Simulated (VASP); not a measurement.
# NaS5 (P6/mmm) in VASP: further runs

The runs below take NaS5 through single point, relaxation of cell and atoms, with PBE.

Everything below comes from runs of VASP 6.6.1. Logs are shortened: lines on timing, memory, paths and dates and some standing lists are left out, and cuts for length are marked.

## (1) The cell of the first run

It takes space group P6/mmm (No. 191, hexagonal). Conventional cell: a = 5.693 Å, b = 5.693 Å, c = 4.396 Å, α = 90.00°, β = 90.00°, γ = 120.00°. Na (site symmetry 6/mmm) has 18 S at 3.29 to 3.60 Å and 2 Na at 4.40 Å within 4.4 Å. Within 3.6 Å of S (site symmetry -6m2) lie 9 S at 2.74 to 3.29 Å and 3 Na at 3.29 Å. S (site symmetry mmm) has 8 S at 2.74 to 2.85 Å and 4 Na at 3.60 Å within 3.6 Å.

The cell was generated, and may not be a known phase.

## (2) Single point, PBE

Contents of INCAR:

```
SYSTEM = NaS5
ALGO = Normal
EDIFF = 1E-6
ENCUT = 520
GGA = PE
ISIF = 2
ISMEAR = 0
LASPH = .TRUE.
LCHARG = .FALSE.
LREAL = .FALSE.
LWAVE = .FALSE.
NBANDS = 28
NELM = 100
PREC = Accurate
SIGMA = 0.1
```

Contents of KPOINTS:

```
k-points
0
G
  6 6 4
  0 0 0
```

Contents of POSCAR:

```
NaS5
1.0
    5.6931030900      0.0000000000      0.0000000000
   -2.8465515500      4.9303719100      0.0000000000
    0.0000000000      0.0000000000      4.3963395100
Na S
1 5
Direct
    0.0000000000      0.0000000000      0.0000000000
    0.3333333300      0.6666666700      0.0000000000
    0.6666666700      0.3333333300      0.0000000000
    0.5000000000      0.0000000000      0.5000000000
    0.5000000000      0.5000000000      0.5000000000
    0.0000000000      0.5000000000      0.5000000000
```

Potentials or basis: VASP PAW PBE potentials, release 64 (Na_pv, S).

On the command line:

```console
$ cat potpaw_PBE.64/Na_pv/POTCAR potpaw_PBE.64/S/POTCAR > POTCAR
$ mpirun -np 1 vasp_std > vasp.out
```

OUTCAR:

```text
SYSTEM = NaS5
   EDIFF = 1E-6
   ENCUT = 520
   GGA = PE
   ISIF = 2
   ISMEAR = 0
   LASPH = .TRUE.
   LREAL = .FALSE.
   NELM = 100
   PREC = Accurate

 ion  position               nearest neighbor table
   1  0.000  0.000  0.000-
   2  0.333  0.667  0.000-   6 2.74   6 2.74   4 2.74   4 2.74   5 2.74   5 2.74
   3  0.667  0.333  0.000-   6 2.74   6 2.74   4 2.74   4 2.74   5 2.74   5 2.74
   4  0.500  0.000  0.500-   2 2.74   3 2.74   2 2.74   3 2.74
   5  0.500  0.500  0.500-   2 2.74   3 2.74   2 2.74   3 2.74
   6  0.000  0.500  0.500-   2 2.74   3 2.74   2 2.74   3 2.74

  LATTYP: Found a hexagonal cell.
 ALAT       =     5.6931030900
 C/A-ratio  =     0.7722220098

  Lattice vectors:

 A1 = (   5.6931030900,   0.0000000000,   0.0000000000)
 A2 = (  -2.8465515500,   4.9303719100,   0.0000000000)
 A3 = (   0.0000000000,   0.0000000000,   4.3963395100)

Analysis of symmetry for initial positions (statically):
=====================================================================
 Subroutine PRICEL returns:
 Original cell was already a primitive cell.

 Routine SETGRP: Setting up the symmetry group for a
 hexagonal supercell.

 Subroutine GETGRP returns: Found 24 space group operations
 (whereof 24 operations were pure point group operations)
 out of a pool of 24 trial point group operations.

The static configuration has the point symmetry D_6h.

Analysis of symmetry for dynamics (positions and initial velocities):
=====================================================================
 Subroutine PRICEL returns:
 Original cell was already a primitive cell.

 Routine SETGRP: Setting up the symmetry group for a
 hexagonal supercell.

 Subroutine GETGRP returns: Found 24 space group operations
 (whereof 24 operations were pure point group operations)
 out of a pool of 24 trial point group operations.

The dynamic configuration has the point symmetry D_6h.

 Subroutine INISYM returns: Found 24 space group operations
 (whereof 24 operations are pure point group operations),
 and found     1 'primitive' translations

----------------------------------------------------------------------------------------

                                     Primitive cell

  volume of cell :     123.4014

  direct lattice vectors                    reciprocal lattice vectors
     5.693103090  0.000000000  0.000000000     0.175651132  0.101412228  0.000000000
    -2.846551550  4.930371910  0.000000000     0.000000000  0.202824456  0.000000000
     0.000000000  0.000000000  4.396339510     0.000000000  0.000000000  0.227461960

  length of vectors
     5.693103090  5.693103099  4.396339510     0.202824456  0.202824456  0.227461960

  position of ions in fractional coordinates (direct lattice)
     0.000000000  0.000000000  0.000000000
     0.333333330  0.666666670  0.000000000
     0.666666670  0.333333330  0.000000000
     0.500000000  0.000000000  0.500000000
     0.500000000  0.500000000  0.500000000
     1.000000000  0.500000000  0.500000000

  ion indices of the primitive-cell ions
   primitive index   ion index
                 1           1
                 2           2
                 3           3
                 4           4
                 5           5
                 6           6

----------------------------------------------------------------------------------------

 KPOINTS: k-points

Automatic generation of k-mesh.
 Grid dimensions read from file:
 generate k-points for:    6    6    4

 Generating k-lattice:

  Cartesian coordinates                     Fractional coordinates (reciprocal lattice)
     0.029275189  0.016902038  0.000000000     0.166666667  0.000000000  0.000000000
     0.000000000  0.033804076  0.000000000     0.000000000  0.166666667  0.000000000
     0.000000000  0.000000000  0.056865490     0.000000000  0.000000000  0.250000000

  Length of vectors
     0.033804076  0.033804076  0.056865490

  Shift w.r.t. Gamma in fractional coordinates (k-lattice)
     0.000000000  0.000000000  0.000000000

 Subroutine IBZKPT returns following result:
 ===========================================

 Found     21 irreducible k-points:

 Following reciprocal coordinates:
            Coordinates               Weight
  0.000000  0.000000  0.000000      1.000000
  0.166667  0.000000  0.000000      6.000000
  0.333333  0.000000  0.000000      6.000000
  0.500000  0.000000  0.000000      3.000000
  0.166667  0.166667  0.000000      6.000000
  0.333333  0.166667  0.000000     12.000000
[... 13 lines left out ...]
  0.333333  0.166667  0.500000     12.000000
  0.333333  0.333333  0.500000      2.000000
   k-points           NKPTS =     21   k-points in BZ     NKDIM =     21   number of bands    NBANDS=     28
   number of dos      NEDOS =    301   number of ions     NIONS =      6
   total plane-waves  NPLWV =  63504
   dimension x,y,z NGX =    42 NGY =   42 NGZ =   36
   dimension x,y,z NGXF=    84 NGYF=   84 NGZF=   72
   ions per type =               1   5
   NGX,Y,Z   is equivalent  to a cutoff of  12.26, 12.26, 13.61 a.u.
   NGXF,Y,Z  is equivalent  to a cutoff of  24.53, 24.53, 27.23 a.u.
 SYSTEM =  NaS5
   PREC   = accura    normal or accurate (medium, high low for compatibility)
   ISTART =      0    job   : 0-new  1-cont  2-samecut
   ICHARG =      2    charge: 1-file 2-atom 10-const
   ISPIN  =      1    spin polarized calculation?
   LNONCOLLINEAR =      F non collinear calculations
   LSORBIT =      F    spin-orbit coupling
   LASPH  =      T    aspherical Exc in radial PAW
   ENCUT  =  520.0 eV  38.22 Ry    6.18 a.u.  10.59 10.59  8.17*2*pi/ulx,y,z
   NELM   =    100;   NELMIN=  2; NELMDL= -5     # of ELM steps
   EDIFF  = 0.1E-05   stopping-criterion for ELM
   LREAL  =      F    real-space projection
[... 7 lines left out ...]
   TEBEG  =    0.0;   TEEND  =   0.0 temperature during run
   PSTRESS=    0.0 pullay stress
   NELECT =      37.0000    total number of electrons
   NUPDOWN=      -1.0000    fix difference up-down
   EMIN   =  10.00;   EMAX   =-10.00  energy-range for DOS
   EFERMI =   0.00;   METHOD = LEGACY
   ISMEAR =     0;   SIGMA  =   0.10  broadening in eV -4-tet -1-fermi 0-gaus
   EFERMI_NEDOS =   21; number of points for ismear=-14 and -15
   IALGO  =     38    algorithm
   IMIX   =      4    mixing-type and parameters
     AMIX     =   0.40;   BMIX     =  1.00
     AMIX_MAG =   1.60;   BMIX_MAG =  1.00
  volume/ion in A,a.u.               =      20.57       138.79
  Fermi-wavevector in a.u.,A,eV,Ry     =   1.095726  2.070622 16.335374  1.200616
  Thomas-Fermi vector in A             =   2.232055
   LORBIT       =      0    0 simple, 1 ext, 2 COOP (PROOUT), +10 PAW based schemes
   GGA     = PE    functional components
   LHFCALC =     F    Hartree Fock is set to
   AEXX    =    0.0000 exact exchange contribution
   IVDW    =     0    specifies the selected vdW correction
   LEPSILON=     F    determine dielectric tensor
   LRPA    =     F    only Hartree local field effects (RPA)
 non-spin polarized calculation
 Gauss-broadening in eV      SIGMA  =   0.10
  energy-cutoff  :      520.00
  volume of cell :      123.40
 maximum number of plane-waves:      3353
   NGX = 21   NGY = 21   NGZ = 17

 number of electron      36.9999998 magnetization

 Free energy of the ion-electron system (eV)
  ---------------------------------------------------
  ext. energy  EPLUGINS =         0.00000000
  ---------------------------------------------------
  free energy    TOTEN  =       -18.75963764 eV

  energy without entropy =      -18.73863143  energy(sigma->0) =      -18.74913454

 E-fermi :   4.3370     XC(G=0):  -9.3084

 val. band max:        4.2920220442   @ k =   0.3333   0.1667   0.0000
 cond. band min:       4.3734993181   @ k =   0.5000   0.0000   0.0000
 fundamental gap:      0.0814772738
 Fermi energy:         4.3370106040

 k-point     1 :       0.0000    0.0000    0.0000
  band No.  band energies     occupation
      1     -20.1369      2.00000
      2     -20.1075      2.00000
      3     -20.1075      2.00000
      4     -11.2647      2.00000
      5      -8.0140      2.00000
      6      -7.7047      2.00000
[... 20 lines left out ...]
     27      11.2147      0.00000
     28      12.2950      0.00000

 k-point     2 :       0.1667    0.0000    0.0000
  band No.  band energies     occupation
      1     -20.1368      2.00000
      2     -20.1077      2.00000
      3     -20.1076      2.00000
      4     -11.1633      2.00000
      5      -8.6829      2.00000
      6      -7.7216      2.00000
[... 20 lines left out ...]
     27      11.3467      0.00000
     28      12.0929      0.00000

 k-point     3 :       0.3333    0.0000    0.0000
  band No.  band energies     occupation
      1     -20.1368      2.00000
      2     -20.1080      2.00000
      3     -20.1076      2.00000
      4     -10.8836      2.00000
      5      -9.4286      2.00000
      6      -7.7548      2.00000
[... 20 lines left out ...]
     27      11.8128      0.00000
     28      12.0636      0.00000

 k-point     4 :       0.5000    0.0000    0.0000
  band No.  band energies     occupation
      1     -20.1368      2.00000
      2     -20.1081      2.00000
      3     -20.1077      2.00000
      4     -10.6339      2.00000
      5      -9.8419      2.00000
      6      -7.7711      2.00000
[... 485 lines left out ...]
     27      10.7061      0.00000
     28      13.2300      0.00000

 k-point    20 :       0.3333    0.1667    0.5000
  band No.  band energies     occupation
      1     -20.1395      2.00000
      2     -20.1077      2.00000
      3     -20.1074      2.00000
      4      -9.5649      2.00000
      5      -8.7685      2.00000
      6      -8.6115      2.00000
[... 20 lines left out ...]
     27      11.6687      0.00000
     28      12.3631      0.00000

 k-point    21 :       0.3333    0.3333    0.5000
  band No.  band energies     occupation
      1     -20.1395      2.00000
      2     -20.1076      2.00000
      3     -20.1076      2.00000
      4      -9.1931      2.00000
      5      -9.1931      2.00000
      6      -8.3908      2.00000
[... 20 lines left out ...]
     27      11.6696      0.00000
     28      12.6143      0.00000

------------------------ aborting loop because EDIFF is reached ----------------------------------------

  FORCE on cell =-STRESS in cart. coord.  units (eV):
  Direction    XX          YY          ZZ          XY          YZ          ZX
  --------------------------------------------------------------------------------------
  -------------------------------------------------------------------------------------
  Total        0.0991653      0.0991653     -8.0559565     -0.0000000     -0.0000000      0.0000000
  in kB        1.2875090      1.2875090   -104.5942343     -0.0000000     -0.0000000      0.0000000
  external PRESSURE =     -34.0064054 kB  Pullay stress =       0.0000000 kB

 VOLUME and BASIS-vectors are now :
 -----------------------------------------------------------------------------
  energy-cutoff  :      520.00
  volume of cell :      123.40
      direct lattice vectors                 reciprocal lattice vectors
     5.693103090  0.000000000  0.000000000     0.175651132  0.101412228  0.000000000
    -2.846551550  4.930371910  0.000000000     0.000000000  0.202824456  0.000000000
     0.000000000  0.000000000  4.396339510     0.000000000  0.000000000  0.227461960

 POSITION                                       TOTAL-FORCE (eV/Angst)
 -----------------------------------------------------------------------------------
      0.00000      0.00000      0.00000         0.000000     -0.000000      0.000000
     -0.00000      3.28691      0.00000         0.000000      0.000000     -0.000000
      2.84655      1.64346      0.00000        -0.000000      0.000000      0.000000
      2.84655      0.00000      2.19817         0.000000     -0.000000      0.000000
      1.42328      2.46519      2.19817         0.000000     -0.000000      0.000000
     -1.42328      2.46519      2.19817         0.000000     -0.000000      0.000000
 -----------------------------------------------------------------------------------
    total drift:                                0.000000     -0.000000      0.000000

  FREE ENERGIE OF THE ION-ELECTRON SYSTEM (eV)
  ---------------------------------------------------
  free  energy   TOTEN  =       -18.7596376371 eV

  energy  without entropy=      -18.7386314342  energy(sigma->0) =      -18.74913454
```

Run time: 51 s. Hardware: 1 thread of Intel Xeon Platinum 8488C (Sapphire Rapids), shared host; peak memory 0.25 GiB.

What came out:

| Property | Result |
| --- | --- |
| Free energy | -18.7596 eV |
| Pressure | -3.4 GPa |
| Band gap on the k mesh | zero (an odd number of electrons rules out a gap without spin polarisation) |

Caveat: the stress differs along the axes, from -10 to 0 GPa; an odd number of electrons without spin polarisation forces a metal; a magnetic or distorted state may lie lower.

## (3) Single point, PBE

This run uses another cell than the first one, of 20.74 Å³/atom.

Contents of INCAR:

```
ALGO = Normal ; EDIFF = 1E-6
ENCUT = 520 ; GGA = PE
ISIF = 2 ; ISMEAR = 0
LASPH = True ; LCHARG = False
LREAL = False ; LWAVE = False
NBANDS = 28 ; NELM = 60
PREC = Accurate ; SIGMA = 0.1
```

Contents of KPOINTS:

```
k-points
0
Gamma
  6 6 12
```

Contents of POSCAR:

```
NaS5
1.0
    6.5138796908      0.0000000033      0.0000000000
   -3.2569398483      5.6411852878      0.0000000000
    0.0000000000      0.0000000000      3.3860790605
Na S
1 5
Direct
    0.0000000000      0.0000000000      0.0000000000
    0.3333333333      0.6666666667      0.0000000000
    0.6666666667      0.3333333333      0.0000000000
    0.5000000000      0.0000000000      0.5000000000
    0.5000000000      0.5000000000      0.5000000000
    0.0000000000      0.5000000000      0.5000000000
```

Potentials or basis: VASP PAW PBE potentials, release 64 (Na_pv, S).

On the command line:

```console
$ cat potpaw_PBE.64/Na_pv/POTCAR potpaw_PBE.64/S/POTCAR > POTCAR
$ mpirun -np 1 vasp_std > vasp.out
```

OUTCAR:

```text
EDIFF = 1E-6
   ENCUT = 520
   GGA = PE
   ISIF = 2
   ISMEAR = 0
   LASPH = True
   LREAL = False
   NELM = 60
   PREC = Accurate

 ion  position               nearest neighbor table
   1  0.000  0.000  0.000-
   2  0.333  0.667  0.000-   6 2.53   6 2.53   4 2.53   4 2.53   5 2.53   5 2.53
   3  0.667  0.333  0.000-   6 2.53   6 2.53   4 2.53   4 2.53   5 2.53   5 2.53
   4  0.500  0.000  0.500-   2 2.53   3 2.53   2 2.53   3 2.53
[... 952 lines left out ...]
  --------------------------------------------------------------------------------------
  -------------------------------------------------------------------------------------
  Total       -0.0789114     -0.0789114     -0.0830959      0.0000000     -0.0000000      0.0000000
  in kB       -1.0161154     -1.0161154     -1.0699981      0.0000000     -0.0000000      0.0000000
  external PRESSURE =      -1.0340763 kB  Pullay stress =       0.0000000 kB

 VOLUME and BASIS-vectors are now :
 -----------------------------------------------------------------------------
  energy-cutoff  :      520.00
  volume of cell :      124.42
      direct lattice vectors                 reciprocal lattice vectors
     6.513879691  0.000000003  0.000000000     0.153518340  0.088633855  0.000000000
    -3.256939848  5.641185288  0.000000000    -0.000000000  0.177267710  0.000000000
     0.000000000  0.000000000  3.386079061     0.000000000  0.000000000  0.295326831

 POSITION                                       TOTAL-FORCE (eV/Angst)
 -----------------------------------------------------------------------------------
      0.00000      0.00000      0.00000         0.000000     -0.000000      0.000000
     -0.00000      3.76079      0.00000         0.000000     -0.000000      0.000000
      3.25694      1.88040      0.00000        -0.000000      0.000000      0.000000
      3.25694      0.00000      1.69304         0.000000     -0.000000      0.000000
      1.62847      2.82059      1.69304         0.000000     -0.000000      0.000000
     -1.62847      2.82059      1.69304         0.000000     -0.000000      0.000000
 -----------------------------------------------------------------------------------
    total drift:                               -0.000000      0.000000     -0.000000

  FREE ENERGIE OF THE ION-ELECTRON SYSTEM (eV)
  ---------------------------------------------------
  free  energy   TOTEN  =       -19.9580685143 eV

  energy  without entropy=      -19.9514253587  energy(sigma->0) =      -19.95474694
```

OSZICAR:

```text
N       E                     dE             d eps       ncg     rms          rms(c)
DAV:   1     0.267487694326E+03    0.26749E+03   -0.16026E+04  2776   0.121E+03
DAV:   2     0.801639968003E+01   -0.25947E+03   -0.24340E+03  3212   0.273E+02
DAV:   3    -0.195388079261E+02   -0.27555E+02   -0.26817E+02  3612   0.940E+01
DAV:   4    -0.204084273751E+02   -0.86962E+00   -0.85619E+00  3272   0.167E+01
DAV:   5    -0.204319969873E+02   -0.23570E-01   -0.23550E-01  3544   0.300E+00    0.203E+01
DAV:   6    -0.200436455699E+02    0.38835E+00   -0.50900E-01  3320   0.400E+00    0.124E+01
DAV:   7    -0.199637641045E+02    0.79881E-01   -0.23180E-01  3360   0.248E+00    0.238E+00
DAV:   8    -0.199591997980E+02    0.45643E-02   -0.11113E-02  3596   0.635E-01    0.623E-01
DAV:   9    -0.199583333279E+02    0.86647E-03   -0.20504E-03  3108   0.275E-01    0.266E-01
DAV:  10    -0.199580860315E+02    0.24730E-03   -0.96406E-04  3084   0.182E-01    0.697E-02
DAV:  11    -0.199580661150E+02    0.19916E-04   -0.15833E-04  3388   0.712E-02    0.668E-02
DAV:  12    -0.199580680429E+02   -0.19279E-05   -0.14892E-05  3584   0.225E-02    0.293E-02
DAV:  13    -0.199580685143E+02   -0.47139E-06   -0.29938E-06  2920   0.102E-02
   1 F= -.19958069E+02 E0= -.19954747E+02  d E =-.664316E-02
```

Wall time 96 s (1 thread of Intel Xeon Platinum 8488C (Sapphire Rapids), shared host); peak memory 0.31 GiB.

Results:

| Item | Value |
| --- | --- |
| Free energy | -19.9581 eV |
| Pressure | -0.1 GPa |
| Band gap on the k mesh | zero (an odd number of electrons rules out a gap without spin polarisation) |

Levels at points of the mesh, in eV from the Fermi level:
```csv
k point,band 15,band 16,band 17,band 18,band 19,band 20,band 21,band 22,band 23,band 24
"(0.00, 0.00, 0.00)",-1.60,-1.60,-1.53,-1.38,-1.38,-0.89,0.35,2.74,2.74,3.28
"(0.50, 0.00, 0.00)",-2.37,-1.46,-1.39,-0.60,0.40,0.75,1.46,1.76,2.18,2.74
"(0.00, 0.00, 0.50)",-3.24,-1.74,-1.29,-0.80,-0.80,-0.40,2.49,2.49,3.30,4.70
"(0.50, 0.00, 0.50)",-2.75,-2.50,-2.09,-0.61,0.61,0.88,1.47,1.77,3.22,3.84
```

Caveat: an odd number of electrons without spin polarisation forces a metal; a magnetic or distorted state may lie lower.

[end of part 1 of 2]

The gap in the log of VASP goes by the Fermi energy; the results here count the filled bands.